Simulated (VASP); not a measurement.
Write the native input for VASP 6.6.1 that does the following.

- Task: single point
- Functional: PBE
- Dispersion: D3(BJ)
- Potentials or basis: VASP PAW PBE potentials, release 64 (C, P)
- Cutoff: 520 eV
- k mesh: 2 × 2 × 1
- Occupations: gaussian, width 0.02 eV
- Spin: collinear spin
- Starting moments: [0.0, 0.0, 0.0, 0.0, 0.0, 0.0, 0.0, 0.0, 0.0, 0.0, 0.0, 0.0, 0.0, 0.0, 0.0, 0.0, 0.0, 0.0, 0.27] μB
- Dipole correction: no
- Further INCAR settings: LREAL = Auto; ALGO = Normal; EDIFF = 1e-07; NBANDS = 58

The structure of PC18 lies in POSCAR:

```
PC18
1.0
    7.3980000000      0.0000000000      0.0000000000
   -3.6990000000      6.4068560000      0.0000000000
    0.0000000000      0.0000000000     12.0000000000
C P
18 1
Direct
    0.0028219111      0.0065762365      0.0791650833
    0.2261652279      0.1165296988      0.0747228333
   -0.0003535380      0.3385986824      0.0886493333
    0.2255247872      0.4450501151      0.0962946667
    0.0029524626      0.6746664823      0.0747081667
    0.2224073330      0.7844953906      0.0812680000
    0.3363498049      0.0053016643      0.0774725000
    0.5587094885      0.1173508504      0.0821488333
    0.3397377920      0.3365488470      0.0769310833
    0.5588247606      0.4494948849      0.0758148333
    0.3337864022      0.6730450942      0.1021511667
    0.5599208426      0.7840533641      0.0902245000
    0.6693593831      0.0051661845      0.0863729167
    0.8904187155      0.1159653034      0.0849230833
    0.6697692524      0.3383946822      0.0778220000
    0.8916902128      0.4514201661      0.0800415000
    0.6691783227      0.6738056857      0.0804886667
    0.8914811171      0.7853274679      0.0759048333
    0.2187518164      0.4973211510      0.2548954167
```

These files were run (other wordings do the same):

INCAR

```
SYSTEM = PC18
PREC     = Accurate       ! precision mode
ENCUT    = 520            ! plane-wave cutoff, eV
EDIFF    = 1E-7           ! SCF threshold, eV
ISMEAR   = 0              ! smearing method
SIGMA    = 0.02           ! smearing width, eV
LREAL    = Auto         
LASPH    = .TRUE.         ! aspherical terms in the spheres
NELM     = 150            ! most SCF steps
ALGO     = Normal         ! electronic algorithm
ISIF     = 2              ! what is computed and relaxed
LWAVE    = .FALSE.        ! write WAVECAR
LCHARG   = .FALSE.        ! write CHGCAR
ISPIN    = 2              ! spin polarisation
MAGMOM   = 0 0 0 0 0 0 0 0 0 0 0 0 0 0 0 0 0 0 0.27 ! initial moments
LORBIT   = 11             ! projections on sites
GGA      = PE             ! functional
IVDW     = 12             ! dispersion correction
NBANDS   = 58             ! bands
```

KPOINTS

```
Automatic mesh
0
G
  2 2 1
  0 0 0
```

Potentials or basis: VASP PAW PBE potentials, release 64 (C, P).

Run with:

```bash
$ cat potpaw_PBE.64/C/POTCAR potpaw_PBE.64/P/POTCAR > POTCAR
$ mpirun -np 1 vasp_std > vasp.out
```

Results of the run:

```json
{"Largest force": "0.678 eV/Å", "Net moment": "0.00 μB per cell", "Valence electrons inside the program's atomic spheres": "C 2.65, 2.66, 2.62, 2.63, 2.64, 2.59 (each value once); P 2.40", "Dispersion energy per atom": "-0.095 eV"}
```

Caveat: the k points lie up to 0.49 Å⁻¹ apart; there is no dipole correction, which matters where the two faces differ.

Wall time 25 min on 1 thread of AMD EPYC 9755 128-Core Processor, on a shared host, peak memory 0.82 GiB.
